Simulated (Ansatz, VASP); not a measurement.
## KMgF3: VASP beside Ansatz

```xyz
5
Lattice="4.0361 0.0000 0.0000 0.0000 4.0361 0.0000 0.0000 0.0000 4.0361" Properties=species:S:1:pos:R:3 pbc="T T T"
K     2.0180    2.0180    2.0180
Mg    0.0000    0.0000    0.0000
F     2.0180    0.0000    0.0000
F     0.0000    2.0180    0.0000
F     0.0000    0.0000    2.0180
```

Alike in both runs: functional r2SCAN; k mesh 8 × 8 × 8; occupations fermi-dirac, width 0.02 eV; no spin polarisation.

Ansatz relaxed the structure, and its values are those at the end. VASP's run is a single point on that final structure, the one shown.

|  | VASP | Ansatz |
| --- | --- | --- |
| version | VASP 6.6.1 | Ansatz 0.2.0 |
| potentials or method | VASP PAW PBE potentials, release 64 (K_sv, Mg, F), cutoff 520 eV | PAW plane waves |
| valence electrons in the cell | 32 | 40 |

|  | VASP | Ansatz | Ansatz less VASP |
| --- | --- | --- | --- |
| gap on the k mesh at the Fermi level (eV) | 7.96 | 7.99 | +0.030 |
| pressure (GPa) | -3.6 | -2.8 | +0.76 |

VASP's potentials were made for PBE, not for r2SCAN. VASP's potentials hold 32 valence electrons a cell and Ansatz's 40, so a difference there can come from the potentials and not from the codes. Ansatz's warnings: stress scf threshold loose.
